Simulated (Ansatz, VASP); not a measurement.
**Two plane-wave programs on Sn5Se6S4**

```
CELL_PARAMETERS angstrom
-0.00081 0.00633 -5.94872
0.00016 -6.53015 0.00686
-9.42833 3.26530 -0.00468
ATOMIC_POSITIONS crystal
Sn 0.00281 0.80395 0.60276
Sn 0.00271 0.40295 0.79985
Sn 0.00091 0.60245 0.19704
Sn 0.00454 0.19766 0.40029
Sn 0.00551 0.99309 0.00005
Se 0.73228 0.46749 0.60234
Se 0.73294 0.06658 0.80195
Se 0.73486 0.26387 0.19831
Se 0.73207 0.86636 0.39814
Se 0.27231 0.53572 0.40189
Se 0.27459 0.33351 0.99777
S 0.75862 0.66659 0.99949
S 0.24740 0.13357 0.59966
S 0.24924 0.93229 0.19986
S 0.24920 0.73391 0.80061
```

Alike in both runs: task single point; functional PBE; dispersion D3(BJ); k mesh 2 × 2 × 2; occupations gaussian, width 0.02 eV; no spin polarisation.

|  | VASP | Ansatz |
| --- | --- | --- |
| version | VASP 6.6.1 | Ansatz 0.2.0 |
| potentials or method | VASP PAW PBE potentials, release 64 (Sn_d, Se, S), cutoff 520 eV | scalar-relativistic, plane waves, PAW |
| valence electrons in the cell | 130 | 190 |

|  | VASP | Ansatz | Ansatz less VASP |
| --- | --- | --- | --- |
| gap on the k mesh at the Fermi level (eV) | 0.85 | 0.85 | +0.002 |
| least direct gap on the mesh (eV) | 1.16 | 1.16 | -0.004 |
| pressure (GPa) | -0.1 | -0.1 | +0.01 |
| rms of the force components (eV/Å) | 0.013 | 0.007 | -0.0063 |

VASP's potentials hold 130 valence electrons a cell and Ansatz's 190, so a difference there can come from the potentials and not from the codes.

The k mesh is coarse, so the values compare programs but aren't converged.
